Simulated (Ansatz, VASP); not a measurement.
## One calculation of Hg, two programs

File INCAR:

```
SYSTEM = Hg
PREC = Accurate
ENCUT = 520
EDIFF = 1E-6
ISMEAR = -1
SIGMA = 0.05
LREAL = .False.
LASPH = .True.
NELM = 150
ALGO = Fast
ISIF = 2
LWAVE = .False.
LCHARG = .True.
LNONCOLLINEAR = .True.
MAGMOM = 0 0 0 0 0 0
LORBIT = 11
LSORBIT = .True.
GGA_COMPAT = .False.
LORBMOM = .True.
GGA = PS
LVHAR = .True.
NBANDS = 36
```

Contents of KPOINTS:

```
Automatic mesh
0
Gamma
  9 9 5
  0 0 0
```

The input POSCAR:

```
Hg
1.0
    3.4618096384      0.0000000000      0.0000000000
   -1.7309048192      2.9980150899      0.0000000000
    0.0000000000      0.0000000000      5.4875482800
Hg
2
Direct
    0.3333333333      0.6666666667      0.2500000000
    0.6666666667      0.3333333333      0.7500000000
```

The input input.yaml:

```yaml
crystal:
  lattice:
    - [3.4618096384, 0.0, 0.0]
    - [-1.7309048192, 2.9980150899, 0.0]
    - [0.0, 0.0, 5.48754828]
  atoms:
    - { symbol: Hg, position: [0.3333333333, 0.6666666667, 0.25] }
    - { symbol: Hg, position: [0.6666666667, 0.3333333333, 0.75] }
hamiltonian:
  xc: pbesol
  pseudopotentials: { kind: paw_fr }
magnetization:
  noncollinear: true
  spin_orbit: true
kpoints:
  mp_grid: { grid: [9, 9, 5] }
  band_path:
    path:
      - [[0.0, 0.0, 0.0], [0.5, 0.0, 0.0], [0.3333333333, 0.3333333333, 0.0], [0.0, 0.0, 0.0], [0.0, 0.0, 0.5], [0.5, 0.0, 0.5], [0.3333333333, 0.3333333333, 0.5], [0.0, 0.0, 0.5]]
      - [[0.5, 0.0, 0.5], [0.5, 0.0, 0.0]]
      - [[0.3333333333, 0.3333333333, 0.0], [0.3333333333, 0.3333333333, 0.5]]
    npoints: 14
scf:
  occupations: { method: fermi_dirac, width: 0.05 }
  n_extra_bands: 6
output:
  forces: true
  stress: true
  eigenvalues: true
  fatbands: false
```

Alike in both runs: functional PBEsol; k mesh 9 × 9 × 5; occupations fermi-dirac, width 0.05 eV; non-collinear spin, spin-orbit coupling.

|  | VASP | Ansatz |
| --- | --- | --- |
| version | VASP 6.6.1 | Ansatz 0.2.0 |
| potentials or method | VASP PAW PBE potentials, release 64 (Hg) | Ansatz PAW |
| plane-wave cutoff (eV) | 520 | 420 |
| valence electrons in the cell | 24 | 40 |
| task | single point | band structure |

```csv
,VASP,Ansatz,Ansatz less VASP
pressure (GPa),-3.0,-3.4,-0.41
"traceless stress, the component that is largest in VASP (GPa)",0.09,0.09,+0.002
net moment per atom (μB),0.00,0.00,0.000
```

VASP's potentials were made for PBE, not for PBEsol. With one functional, cell and mesh, what is left measures potentials, basis and numerics. VASP's potentials hold 24 valence electrons a cell and Ansatz's 40, so a difference there can come from the potentials and not from the codes.
